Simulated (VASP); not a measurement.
Ti:

```xyz
2
Lattice="2.9205 0.0000 0.0000 -1.4602 2.5292 0.0000 0.0000 0.0000 4.6860" Properties=species:S:1:pos:R:3 pbc="T T T"
Ti    0.0000    1.6862    1.1715
Ti    1.4602    0.8431    3.5145
```

This cell differs from its parent crystal: equal xx and yy strain of -1 %.

Base run:

| Quantity | Value |
| --- | --- |
| Program | VASP 6.6.1 |
| Functional | PBE |
| Potentials or basis | VASP PAW PBE potentials, release 64 (Ti_sv) |
| Cutoff | 520 eV |
| k mesh | 13 × 13 × 7 |
| Occupations | fermi-dirac, width 0.08 eV |
| Spin | no spin polarisation |

Its results: band gap on the k mesh zero (bands 12 and 13 overlap by 1.11 eV); pressure 0.3 GPa.

Question: The run is repeated on the same cell with these changes: cutoff from 520 eV to 400 eV; further incar settings from ALGO = Normal; EDIFF = 1e-07; NBANDS = 19 to ALGO = Normal; EDIFF = 1e-08; NBANDS = 19. What comes out?

Answer: Band gap on the k mesh zero (bands 12 and 13 overlap by 1.11 eV); pressure -0.4 GPa.
